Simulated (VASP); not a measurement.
# V (Im-3m) in VASP: a series of runs

Runs on V. Level: PBEsol. Tasks: relaxation of cell and atoms.

Everything below comes from runs of VASP 6.6.1. Logs are shortened: lines on timing, memory, paths and dates and some standing lists are left out, and cuts for length are marked.

**1. The cell of the first run**

It takes space group Im-3m (No. 229, cubic). Conventional cell: a = 2.949 Å, b = 2.949 Å, c = 2.949 Å, α = 90.00°, β = 90.00°, γ = 90.00°. V (site symmetry m-3m) has 14 V at 2.55 to 2.95 Å within 3.4 Å.

**2. Relaxation of cell and atoms, PBEsol, target pressure 1 GPa, at which the enthalpy is minimised**

The input, INCAR:

```
PREC = Accurate ; ENCUT = 600
EDIFF = 1E-6 ; ISMEAR = 0
SIGMA = 0.1 ; LREAL = F
LASPH = T ; NELM = 60
ALGO = Fast ; ISIF = 3
LWAVE = F ; LCHARG = F
GGA = PS ; IBRION = 2
NSW = 70 ; EDIFFG = -0.008
PSTRESS = 10.0
```

The input, KPOINTS:

```
regular mesh
0
Gamma
  20 20 20
```

The input, POSCAR:

```
V
1.0
   -1.4746537316      1.4746537316      1.4746537316
    1.4746537316     -1.4746537316      1.4746537316
    1.4746537316      1.4746537316     -1.4746537316
V
1
Direct
    0.0000000000      0.0000000000      0.0000000000
```

Potentials or basis: VASP PAW PBE potentials, release 64 (V_sv).

Launch:

```bash
$ cat potpaw_PBE.64/V_sv/POTCAR > POTCAR
$ mpirun -np 1 vasp_std > vasp.out
```

OUTCAR:

```text
PREC = Accurate
   ENCUT = 600
   EDIFF = 1E-6
   ISMEAR = 0
   LREAL = F
   LASPH = T
   NELM = 60
   ISIF = 3
   GGA = PS
   IBRION = 2
   NSW = 70
   EDIFFG = -0.008
   PSTRESS = 10.0

 ion  position               nearest neighbor table
   1  0.000  0.000  0.000-

  LATTYP: Found a body centered cubic cell.
 ALAT       =     2.9493074632

  Lattice vectors:

 A1 = (  -1.4746537316,   1.4746537316,   1.4746537316)
 A2 = (   1.4746537316,  -1.4746537316,   1.4746537316)
 A3 = (   1.4746537316,   1.4746537316,  -1.4746537316)

Analysis of symmetry for initial positions (statically):
=====================================================================
 Subroutine PRICEL returns:
 Original cell was already a primitive cell.

 Routine SETGRP: Setting up the symmetry group for a
 body centered cubic supercell.

 Subroutine GETGRP returns: Found 48 space group operations
 (whereof 48 operations were pure point group operations)
 out of a pool of 48 trial point group operations.

The static configuration has the point symmetry O_h .

Analysis of symmetry for dynamics (positions and initial velocities):
=====================================================================
 Subroutine PRICEL returns:
 Original cell was already a primitive cell.

 Routine SETGRP: Setting up the symmetry group for a
 body centered cubic supercell.

 Subroutine GETGRP returns: Found 48 space group operations
 (whereof 48 operations were pure point group operations)
 out of a pool of 48 trial point group operations.

The dynamic configuration has the point symmetry O_h .

 Subroutine INISYM returns: Found 48 space group operations
 (whereof 48 operations are pure point group operations),
 and found     1 'primitive' translations

----------------------------------------------------------------------------------------

                                     Primitive cell

  volume of cell :      12.8271

  direct lattice vectors                    reciprocal lattice vectors
    -1.474653732  1.474653732  1.474653732     0.000000000  0.339062649  0.339062649
     1.474653732 -1.474653732  1.474653732     0.339062649  0.000000000  0.339062649
     1.474653732  1.474653732 -1.474653732     0.339062649  0.339062649  0.000000000

  length of vectors
     2.554175187  2.554175187  2.554175187     0.479506996  0.479506996  0.479506996

  position of ions in fractional coordinates (direct lattice)
     0.000000000  0.000000000  0.000000000

  ion indices of the primitive-cell ions
   primitive index   ion index
                 1           1

----------------------------------------------------------------------------------------

 KPOINTS: regular mesh

Automatic generation of k-mesh.
 Grid dimensions read from file:
 generate k-points for:   20   20   20

 Generating k-lattice:

  Cartesian coordinates                     Fractional coordinates (reciprocal lattice)
     0.000000000  0.016953132  0.016953132     0.050000000  0.000000000  0.000000000
     0.016953132  0.000000000  0.016953132     0.000000000  0.050000000  0.000000000
     0.016953132  0.016953132  0.000000000     0.000000000  0.000000000  0.050000000

  Length of vectors
     0.023975350  0.023975350  0.023975350

  Shift w.r.t. Gamma in fractional coordinates (k-lattice)
     0.000000000  0.000000000  0.000000000

 Subroutine IBZKPT returns following result:
 ===========================================

 Found    256 irreducible k-points:

 Following reciprocal coordinates:
            Coordinates               Weight
  0.000000  0.000000  0.000000      1.000000
  0.050000  0.000000  0.000000     12.000000
  0.100000  0.000000  0.000000     12.000000
  0.150000  0.000000  0.000000     12.000000
  0.200000  0.000000  0.000000     12.000000
  0.250000  0.000000  0.000000     12.000000
[... 16 lines left out ...]
  0.200000  0.100000 -0.000000     48.000000
  0.250000  0.100000  0.000000     48.000000
 [... further k-points ...]
   k-points           NKPTS =    256   k-points in BZ     NKDIM =    256   number of bands    NBANDS=     10
   number of dos      NEDOS =    301   number of ions     NIONS =      1
   total plane-waves  NPLWV =   8000
   dimension x,y,z NGX =    20 NGY =   20 NGZ =   20
   dimension x,y,z NGXF=    40 NGYF=   40 NGZF=   40
   ions per type =               1
   NGX,Y,Z   is equivalent  to a cutoff of  13.02, 13.02, 13.02 a.u.
   NGXF,Y,Z  is equivalent  to a cutoff of  26.04, 26.04, 26.04 a.u.
 SYSTEM =  unknown system
   PREC   = accura    normal or accurate (medium, high low for compatibility)
   ISTART =      0    job   : 0-new  1-cont  2-samecut
   ICHARG =      2    charge: 1-file 2-atom 10-const
   ISPIN  =      1    spin polarized calculation?
   LNONCOLLINEAR =      F non collinear calculations
   LSORBIT =      F    spin-orbit coupling
   LASPH  =      T    aspherical Exc in radial PAW
   ENCUT  =  600.0 eV  44.10 Ry    6.64 a.u.   5.10  5.10  5.10*2*pi/ulx,y,z
   NELM   =     60;   NELMIN=  2; NELMDL= -5     # of ELM steps
   EDIFF  = 0.1E-05   stopping-criterion for ELM
   LREAL  =      F    real-space projection
   EDIFFG = -.8E-02   stopping-criterion for IOM
   NSW    =     70    number of steps for IOM
   IBRION =      2    ionic relax: 0-MD 1-quasi-New 2-CG
   NFREE  =      1    steps in history (QN), initial steepest desc. (CG)
   ISIF   =      3    stress and relaxation
   ISYM   =      2    0-nonsym 1-usesym 2-fastsym
   POTIM  = 0.5000    time-step for ionic-motion
   TEBEG  =    0.0;   TEEND  =   0.0 temperature during run
   PSTRESS=   10.0 pullay stress
   NELECT =      13.0000    total number of electrons
   NUPDOWN=      -1.0000    fix difference up-down
   EMIN   =  10.00;   EMAX   =-10.00  energy-range for DOS
   EFERMI =   0.00;   METHOD = LEGACY
   ISMEAR =     0;   SIGMA  =   0.10  broadening in eV -4-tet -1-fermi 0-gaus
   EFERMI_NEDOS =   21; number of points for ismear=-14 and -15
   IALGO  =     68    algorithm
   IMIX   =      4    mixing-type and parameters
     AMIX     =   0.40;   BMIX     =  1.00
     AMIX_MAG =   1.60;   BMIX_MAG =  1.00
  volume/ion in A,a.u.               =      12.83        86.56
  Fermi-wavevector in a.u.,A,eV,Ry     =   1.644419  3.107502 36.791716  2.704115
  Thomas-Fermi vector in A             =   2.734388
   LORBIT       =      0    0 simple, 1 ext, 2 COOP (PROOUT), +10 PAW based schemes
   GGA     = PS    functional components
   LHFCALC =     F    Hartree Fock is set to
   AEXX    =    0.0000 exact exchange contribution
   IVDW    =     0    specifies the selected vdW correction
   LEPSILON=     F    determine dielectric tensor
   LRPA    =     F    only Hartree local field effects (RPA)
 conjugate gradient relaxation of ions
 non-spin polarized calculation
 RMM-DIIS sequential band-by-band and
 Gauss-broadening in eV      SIGMA  =   0.10
  energy-cutoff  :      600.00
  volume of cell :       12.83
 maximum number of plane-waves:       445
   NGX = 11   NGY = 11   NGZ = 11

--------------------------------------- Ionic step        1  -------------------------------------------

 number of electron      13.0000006 magnetization

 Free energy of the ion-electron system (eV)
  ---------------------------------------------------
  ext. energy  EPLUGINS =         0.00000000
  ---------------------------------------------------
  free energy    TOTEN  =        -9.63816208 eV

  energy without entropy =       -9.62979958  energy(sigma->0) =       -9.63398083

------------------------ aborting loop because EDIFF is reached ----------------------------------------

  FORCE on cell =-STRESS in cart. coord.  units (eV):
  Direction    XX          YY          ZZ          XY          YZ          ZX
  --------------------------------------------------------------------------------------
  -------------------------------------------------------------------------------------
  Total        0.1769764      0.1769764      0.1769764      0.0000000      0.0000000     -0.0000000
  in kB       22.1052627     22.1052627     22.1052627      0.0000000      0.0000000     -0.0000000
  external PRESSURE =      12.1052627 kB  Pullay stress =      10.0000000 kB
[... 22 lines left out ...]
  enthalpy is  TOTEN    =        -9.5581013491 eV   P V=        0.0800607347

--------------------------------------- Ionic step        2  -------------------------------------------

 number of electron      13.0000000 magnetization

 E-fermi :   9.9957     XC(G=0): -13.2513

 val. band max:        9.9913666003   @ k =   0.3000   0.0000   0.0000
 cond. band min:      10.0056049370   @ k =  -0.4500   0.5000   0.1000
 fundamental gap:      0.0142383367
 Fermi energy:         9.9956826924

 k-point     1 :       0.0000    0.0000    0.0000
  band No.  band energies     occupation
      1     -53.4385      2.00000
      2     -26.7790      2.00000
      3     -26.7790      2.00000
      4     -26.7790      2.00000
      5       3.3300      2.00000
      6      10.4172      0.00000
      7      10.4172      0.00000
      8      10.4172      0.00000
      9      12.5118      0.00000
     10      12.5118      0.00000
[... 287 lines left out ...]
 k-point    24 :       0.2500    0.1000    0.0000
  band No.  band energies     occupation
      1     -53.2787      2.00000
      2     -27.4651      2.00000
      3     -26.9983      2.00000
      4     -26.8185      2.00000
      5       6.3867      2.00000
      6       9.2980      2.00000
      7       9.7141      1.99993
      8      12.1224      0.00000
      9      12.8212      0.00000
     10      13.1154      0.00000

 [... further k-points ...]

------------------------ aborting loop because EDIFF is reached ----------------------------------------

  FORCE on cell =-STRESS in cart. coord.  units (eV):
  Direction    XX          YY          ZZ          XY          YZ          ZX
  --------------------------------------------------------------------------------------
  -------------------------------------------------------------------------------------
  Total       -0.0546985     -0.0546985     -0.0546985     -0.0000000     -0.0000000     -0.0000000
  in kB       -6.7371853     -6.7371853     -6.7371853     -0.0000000     -0.0000000     -0.0000000
  external PRESSURE =     -16.7371853 kB  Pullay stress =      10.0000000 kB
[... 133 lines left out ...]
  enthalpy is  TOTEN    =        -9.5583479543 eV   P V=        0.0805589836

--------------------------------------- Ionic step        6  -------------------------------------------

 number of electron      13.0000004 magnetization

 Free energy of the ion-electron system (eV)
  ---------------------------------------------------
  ext. energy  EPLUGINS =         0.00000000
  ---------------------------------------------------
  free energy    TOTEN  =        -9.63888240 eV

  energy without entropy =       -9.63047710  energy(sigma->0) =       -9.63467975

 E-fermi :  10.0999     XC(G=0): -13.2967

 val. band max:       10.0991794122   @ k =   0.3000   0.0000   0.0000
 cond. band min:      10.1103774069   @ k =  -0.3500   0.4500   0.1500
 fundamental gap:      0.0111979947
 Fermi energy:        10.0998899744

 k-point     1 :       0.0000    0.0000    0.0000
  band No.  band energies     occupation
      1     -53.3253      2.00000
      2     -26.6516      2.00000
      3     -26.6516      2.00000
      4     -26.6516      2.00000
      5       3.4178      2.00000
      6      10.5226      0.00000
      7      10.5226      0.00000
      8      10.5226      0.00000
      9      12.6387      0.00000
     10      12.6387      0.00000
[... 287 lines left out ...]
 k-point    24 :       0.2500    0.1000    0.0000
  band No.  band energies     occupation
      1     -53.1604      2.00000
      2     -27.3553      2.00000
      3     -26.8762      2.00000
      4     -26.6922      2.00000
      5       6.4847      2.00000
      6       9.3907      2.00000
      7       9.8169      1.99994
      8      12.2453      0.00000
      9      12.9531      0.00000
     10      13.2517      0.00000

 [... further k-points ...]

------------------------ aborting loop because EDIFF is reached ----------------------------------------

  FORCE on cell =-STRESS in cart. coord.  units (eV):
  Direction    XX          YY          ZZ          XY          YZ          ZX
  --------------------------------------------------------------------------------------
  -------------------------------------------------------------------------------------
  Total        0.0781907      0.0781907      0.0781907     -0.0000000      0.0000000     -0.0000000
  in kB        9.7093070      9.7093070      9.7093070     -0.0000000      0.0000000     -0.0000000
  external PRESSURE =      -0.2906930 kB  Pullay stress =      10.0000000 kB
[... 16 lines left out ...]
  FREE ENERGIE OF THE ION-ELECTRON SYSTEM (eV)
  ---------------------------------------------------
  free  energy   TOTEN  =        -9.6388824023 eV

  energy  without entropy=       -9.6304770999  energy(sigma->0) =       -9.63467975

  enthalpy is  TOTEN    =        -9.5583506822 eV   P V=        0.0805317201

 reached required accuracy - stopping structural energy minimisation
```

It took 1.8 min on 1 thread of Intel Xeon 8259CL, shared host; peak memory 0.16 GiB.

What came out:

| Quantity | Value |
| --- | --- |
| Free energy | -9.6389 eV |
| Relaxed volume | 12.90 Å³/atom |
| Relaxed cell | a = 2.559 Å, b = 2.559 Å, c = 2.559 Å, α = 109.47°, β = 109.47°, γ = 109.47° |
| Space group after relaxing (to 0.1 Å) | Im-3m (No. 229) |
| Energy change on relaxing (the run minimises the enthalpy) | -0.7 meV/atom |
| Ionic steps | 6 |
| Pressure after relaxing | 1.0 GPa |
| Band gap on the k mesh | zero (an odd number of electrons rules out a gap without spin polarisation) |

Step by step:
```
step  energy change (eV)  largest force (eV/Å)  pressure (GPa)  volume (Å³)
   1              0.0000                0.0000            2.21        12.83
   2             -0.0008                0.0000           -0.67        13.01
   3             -0.0007                0.0000            1.27        12.90
   4             -0.0008                0.0000            0.80        12.91
   5             -0.0007                0.0000            0.85        12.91
   6             -0.0007                0.0000            0.97        12.90
```

Final structure:
```cif
data_structure
_symmetry_space_group_name_H-M 'P 1'
_symmetry_Int_Tables_number 1
_cell_length_a 2.5592
_cell_length_b 2.5592
_cell_length_c 2.5592
_cell_angle_alpha 109.471
_cell_angle_beta 109.471
_cell_angle_gamma 109.471
_cell_volume 12.90
loop_
_atom_site_label
_atom_site_type_symbol
_atom_site_fract_x
_atom_site_fract_y
_atom_site_fract_z
_atom_site_occupancy
V1 V 0.00000 0.00000 0.00000 1
```

Caveat: the cell is relaxed towards a set pressure, so the run minimises the enthalpy, not the energy; the PAW data sets were made with another functional, which shifts forces and pressure a little. Zero-point motion and thermal expansion aren't in these numbers.

**3. Relaxation of cell and atoms, PBEsol, target pressure -1 GPa, at which the enthalpy is minimised**

This run uses another cell than the first one, of 13.08 Å³/atom.

The input, INCAR:

```
  PREC = Accurate
  ENCUT = 600
  EDIFF = 1E-6
  ISMEAR = 0
  SIGMA = 0.1
  LREAL = False
  LASPH = True
  NELM = 100
  ALGO = Fast
  ISIF = 3
  LWAVE = False
  LCHARG = False
  GGA = PS
  IBRION = 2
  NSW = 70
  EDIFFG = -0.008
  PSTRESS = -10.0
```

The input, KPOINTS:

```
Automatic mesh
0
Gamma
  20 20 20
```

The input, POSCAR:

```
V
1.0
   -1.4843235338      1.4843235338      1.4843235338
    1.4843235338     -1.4843235338      1.4843235338
    1.4843235338      1.4843235338     -1.4843235338
V
1
Direct
    0.0000000000      0.0000000000      0.0000000000
```

Potentials or basis: VASP PAW PBE potentials, release 64 (V_sv).

Launch:

```bash
$ cat potpaw_PBE.64/V_sv/POTCAR > POTCAR
$ mpirun -np 1 vasp_std > vasp.out
```

It took 2 min on 1 thread of Intel Xeon 8259CL, shared host; peak memory 0.18 GiB.

Results (log left out):

- Free energy: -9.6391 eV
- Relaxed volume: 13.02 Å³/atom
- Relaxed cell: a = 2.567 Å, b = 2.567 Å, c = 2.567 Å, α = 109.47°, β = 109.47°, γ = 109.47°
- Space group after relaxing (to 0.1 Å): Im-3m (No. 229)
- Energy change on relaxing (the run minimises the enthalpy): -0.5 meV/atom
- Ionic steps: 5
- Pressure after relaxing: -0.9 GPa
- Band gap on the k mesh: zero (an odd number of electrons rules out a gap without spin polarisation)

The path:
```csv
step,energy change (eV),largest force (eV/Å),pressure (GPa),volume (Å³)
1,0.0000,0.0000,-1.72,13.08
2,-0.0007,0.0000,-0.10,12.97
3,-0.0005,0.0000,-1.18,13.03
4,-0.0005,0.0000,-0.87,13.02
5,-0.0005,0.0000,-0.94,13.02
```

Final structure:
```
V
1.0
    -1.48212    1.48212    1.48212
     1.48212   -1.48212    1.48212
     1.48212    1.48212   -1.48212
V
1
Direct
  0.00000 0.00000 0.00000
```

Levels at points of the mesh, in eV from the Fermi level:
```
           k point  band 4  band 5  band 6  band 7  band 8  band 9  band 10
(0.00, 0.00, 0.00)  -36.78   -6.66    0.42    0.42    0.42    2.51     2.51
(0.50, 0.00, 0.00)  -36.79   -3.30   -1.20    1.78    2.53    2.90     4.33
(0.50, 0.50, 0.50)  -37.47   -3.16   -3.16    3.91    3.91    3.91    10.50
```

Caveat: the cell is relaxed towards a set pressure, so the run minimises the enthalpy, not the energy; the PAW data sets were made with another functional, which shifts forces and pressure a little.
